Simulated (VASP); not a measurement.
A run of VASP 6.6.1 is set up as follows.

Contents of INCAR:

```
PREC = Accurate ; ENCUT = 520
EDIFF = 1E-7 ; ISMEAR = 0
SIGMA = 0.05 ; LREAL = F
LASPH = T ; NELM = 60
ALGO = Normal ; ISIF = 2
LWAVE = F ; LCHARG = F
GGA = CA ; NBANDS = 15
```

Contents of KPOINTS:

```
regular mesh
0
Gamma
  6 6 6
```

File POSCAR:

```
RbBr
1.0
    0.0000000000      3.4275000000      3.4275000000
    3.3418125000      0.0000000000      3.4275000000
    3.3418125000      3.4275000000      0.0000000000
Rb Br
1 1
Direct
    0.0000000000      0.0000000000      0.0000000000
    0.5000000000      0.5000000000      0.5000000000
```

Potentials or basis: VASP PAW LDA potentials, release 64 (Rb_sv, Br).

Run with:

```sh
$ cat potpaw_LDA.64/Rb_sv/POTCAR potpaw_LDA.64/Br/POTCAR > POTCAR
$ mpirun -np 1 vasp_std > vasp.out
```

What does it give for the pressure?

-0.8 GPa.

What does it give for the band gap on the k mesh?

3.99 eV.

Stress tensor (GPa, compression positive):
```
-0.29  0.00  0.00
 0.00 -1.11  0.00
 0.00  0.00 -1.11
```

Caveat: the cell differs from its parent crystal (strain -0.0250 x Voigt [1, 0, 0, 0, 0, 0]).
